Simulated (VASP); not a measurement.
Rh, 1 atom in the cell. It takes space group Fm-3m (No. 225, cubic). The conventional cell has a = 3.780 Å, b = 3.780 Å, c = 3.780 Å, α = 90.00°, β = 90.00°, γ = 90.00°. Rh (site symmetry m-3m) has 12 Rh at 2.67 Å within 3.5 Å. 

| Item | Value |
| --- | --- |
| Program | VASP 6.6.1 |
| Task | single point |
| Functional | PBEsol |
| Potentials or basis | VASP PAW PBE potentials, release 64 (Rh_pv) |
| Cutoff | 520 eV |
| k mesh | 18 × 18 × 18 |
| Occupations | gaussian, width 0.1 eV |
| Spin | no spin polarisation |
| Dipole correction | no |
| Further INCAR settings | ALGO = Normal; EDIFF = 1e-06; NBANDS = 14 |

Potentials or basis: VASP PAW PBE potentials, release 64 (Rh_pv).

Run with:

```console
$ cat potpaw_PBE.64/Rh_pv/POTCAR > POTCAR
$ mpirun -np 1 vasp_std > vasp.out
```

Hardware: 1 thread of Intel(R) Xeon(R) 6975P-C (Granite Rapids), with other jobs on the host.

Task: Estimate the wall time of this run.

Result: Run time: 12 s on 1 thread of Intel(R) Xeon(R) 6975P-C (Granite Rapids), on a shared host, peak memory 0.14 GiB. Counts: scf iterations 11, k points 195.
